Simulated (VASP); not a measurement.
Wanted: the native input for a VASP 6.6.1 run.

```
Task                   : single point
Functional             : PBE
Dispersion             : D3(BJ)
Potentials or basis    : VASP PAW PBE potentials, release 64 (Al, O)
Cutoff                 : 520 eV
k mesh                 : 12 × 12 × 4
Occupations            : gaussian, width 0.05 eV
Spin                   : no spin polarisation
Dipole correction      : no
Further INCAR settings : ALGO = Normal; EDIFF = 1e-06; NBANDS = 20
```

The structure of Al2O3 lies in POSCAR:

```
Al2O3
1.0
    2.7977951999      0.0000000000      0.0000000000
   -1.3988976000      2.4229617176      0.0000000000
    0.0000000000      0.0000000000      9.1967031431
Al O
2 3
Direct
    0.0000000000      0.0000000000      0.1499923300
    0.0000000000      0.0000000000      0.8500076700
    0.3333333333      0.6666666667      0.2223169200
    0.6666666667      0.3333333333      0.0000000000
    0.3333333333      0.6666666667      0.7776830800
```

This cell differs from its parent crystal: strain -0.030 along x and y, -0.015 along z.

One way to write it, as run:

INCAR

```
SYSTEM = Al2O3
PREC     = Accurate       ! precision mode
ENCUT    = 520            ! plane-wave cutoff, eV
EDIFF    = 1E-6           ! SCF threshold, eV
ISMEAR   = 0              ! smearing method
SIGMA    = 0.05           ! smearing width, eV
LREAL    = .False.        ! projectors in reciprocal space
LASPH    = .True.         ! aspherical terms in the spheres
NELM     = 80             ! most SCF steps
ALGO     = Normal         ! electronic algorithm
ISIF     = 2              ! what is computed and relaxed
LWAVE    = .False.        ! write WAVECAR
LCHARG   = .False.        ! write CHGCAR
GGA      = PE             ! functional
IVDW     = 12             ! dispersion correction
NBANDS   = 20             ! bands
```

KPOINTS

```
regular mesh
0
Gamma
  12 12 4
  0 0 0
```

Potentials or basis: VASP PAW PBE potentials, release 64 (Al, O).

Launch:

```sh
$ cat potpaw_PBE.64/Al/POTCAR potpaw_PBE.64/O/POTCAR > POTCAR
$ mpirun -np 1 vasp_std > vasp.out
```

Results of the run:

* Pressure: 11.5 GPa
* Largest force: 0.958 eV/Å
* Band gap on the k mesh: 5.60 eV, indirect (least direct gap 5.88 eV)
* Dispersion energy per atom: -0.179 eV

Caveat: the cell differs from its parent crystal (strain -0.030 along x and y, -0.015 along z).

Run time: 37 s on 1 thread of Intel(R) Xeon(R) 6975P-C (Granite Rapids), with other jobs on the host, peak memory 0.22 GiB.
